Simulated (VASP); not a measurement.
# Te2Mo: single point with revPBE+D4

Te2Mo, a slab with vacuum:

```
Te Mo
1.0
     6.27563    0.00000    0.00000
     0.00000    3.43336    0.00000
    -0.08458    0.00000   35.68697
Te Mo
4 2
Direct
  0.42925 0.75000 0.54070
  0.57075 0.25000 0.45930
  0.92085 0.25000 0.55653
  0.07915 0.75000 0.44347
  0.18135 0.25000 0.49747
  0.81865 0.75000 0.50253
```

```yaml
Program: VASP 6.6.1
Task: single point
Functional: revPBE
Dispersion: D4
Potentials_or_basis: VASP PAW PBE potentials, release 64 (Te, Mo_sv)
Cutoff: 520 eV
k_mesh: 4 × 8 × 1
Occupations: fermi-dirac, width 0.05 eV
Spin: no spin polarisation
```

```
Largest force              : 0.805 eV/Å
Band gap on the k mesh     : zero (bands 26 and 27 overlap by 0.20 eV)
Dispersion energy per atom : -0.713 eV
```

Forces in eV/Å, atoms in the order of the input:
```
Te   0.099  0.000  0.361
Te  -0.099  0.000 -0.361
Te  -0.031  0.000  0.805
Te   0.031  0.000 -0.805
Mo   0.290  0.000  0.075
Mo  -0.290  0.000 -0.075
```

Levels at points of the mesh, in eV from the Fermi level:
```tsv
k point	band 24	band 25	band 26	band 27	band 28	band 29
(0.00, 0.00, 0.00)	-0.61	-0.31	0.21	0.68	1.15	1.81
(0.50, 0.00, 0.00)	-0.83	-0.83	-0.67	0.10	1.19	1.54
(0.00, 0.50, 0.00)	-1.66	-1.44	-1.44	1.25	1.25	1.52
(0.50, 0.50, 0.00)	-1.77	-0.87	-0.87	1.17	1.17	1.99
```

Wall time 8.2 min on 1 thread of Intel(R) Xeon(R) 6975P-C (Granite Rapids) (shared host), peak memory 0.91 GiB.

Caveat: there is no dipole correction, which matters where the two faces differ; the PAW data sets were made with another functional, which shifts forces and pressure a little; spin-orbit coupling is left out, which moves the levels of the heavy elements.
